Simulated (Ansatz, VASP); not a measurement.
**V in VASP and in Ansatz**

Contents of INCAR:

```
ALGO = Fast ; EDIFF = 1E-6
ENCUT = 520 ; GGA = CA
ISIF = 2 ; ISMEAR = -1
ISPIN = 2 ; LASPH = T
LCHARG = F ; LMAXMIX = 4
LORBIT = 11 ; LREAL = F
LWAVE = F ; MAGMOM = 2 2
NBANDS = 24 ; NELM = 150
PREC = Accurate ; SIGMA = 0.05
```

KPOINTS

```
k-points
0
Gamma
  12 12 6
```

The input POSCAR:

```
V
1.0
    2.5690966245      0.0000000000      0.0000000000
   -1.2845483122      2.2249029415      0.0000000000
    0.0000000000      0.0000000000      4.6594993097
V
2
Direct
    0.3333333333      0.6666666667      0.2500000000
    0.6666666667      0.3333333333      0.7500000000
```

input.yaml

```yaml
crystal:
  lattice:
    - [2.5690966245, 0.0, 0.0]
    - [-1.2845483122, 2.2249029415, 0.0]
    - [0.0, 0.0, 4.6594993097]
  atoms:
    - { symbol: V, position: [0.3333333333, 0.6666666667, 0.25], spin: 2.0 }
    - { symbol: V, position: [0.6666666667, 0.3333333333, 0.75], spin: 2.0 }
kpoints:
  mp_grid: { grid: [12, 12, 6] }
scf:
  occupations: { method: fermi_dirac, width: 0.05 }
hamiltonian:
  xc: lda
  pseudopotentials: { kind: all_electron, lapw: { basis_error: 0.001 } }
magnetization:
  spin_polarized: true
output:
  forces: true
  stress: true
  eigenvalues: true
```

Change from the starting cell: volume scaled by 0.96.

Alike in both runs: task single point; functional LDA; k mesh 12 × 12 × 6; occupations fermi-dirac, width 0.05 eV; collinear spin.

|  | VASP | Ansatz |
| --- | --- | --- |
| version | VASP 6.6.1 | Ansatz 0.2.0 |
| potentials or method | VASP PAW LDA potentials, release 64 (V_sv), cutoff 520 eV | all-electron LAPW, scalar-relativistic |

VASP gave:

| Item | Value |
| --- | --- |
| gap on the k mesh at the Fermi level (eV) | none |
| pressure (GPa) | -5.8 |
| traceless stress, the component that is largest in VASP (GPa) | 1.15 |
| net moment per atom (μB) | 0.00 |

Task: Which values does Ansatz return?

Result: gap on the k mesh at the Fermi level (eV): none; pressure (GPa): -6.3; traceless stress, the component that is largest in VASP (GPa): 1.21; net moment per atom (μB): 0.00.

LDA's correlation is that of Perdew and Zunger in VASP and of Perdew and Wang (1992) in Ansatz. A gap of «none» marks a metal or a gap that the smearing closes. Ansatz ran all-electron here, and VASP with PAW potentials.
